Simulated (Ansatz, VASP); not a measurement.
# NaF in VASP and in Ansatz

```
CELL_PARAMETERS angstrom
0.00000 2.34988 2.34988
2.34988 0.00000 2.34988
2.34988 2.34988 0.00000
ATOMIC_POSITIONS crystal
Na 0.00000 0.00000 0.00000
F 0.50000 0.50000 0.50000
```

Alike in both runs: functional PBE; k mesh 8 × 8 × 8; occupations gaussian, width 0.02 eV; no spin polarisation.

Ansatz relaxed the structure, and its values are those at the end. VASP's run is a single point on that final structure, the one shown.

|  | VASP | Ansatz |
| --- | --- | --- |
| version | VASP 6.6.1 | Ansatz 0.2.0 |
| potentials or method | VASP PAW PBE potentials, release 64 (Na_pv, F), cutoff 600 eV | scalar-relativistic, plane waves, PAW |
| valence electrons in the cell | 14 | 16 |

```csv
,VASP,Ansatz,Ansatz less VASP
gap on the k mesh at the Fermi level (eV),6.08,6.09,+0.013
pressure (GPa),-0.2,0.0,+0.26
```

VASP's potentials hold 14 valence electrons a cell and Ansatz's 16, so a difference there can come from the potentials and not from the codes.
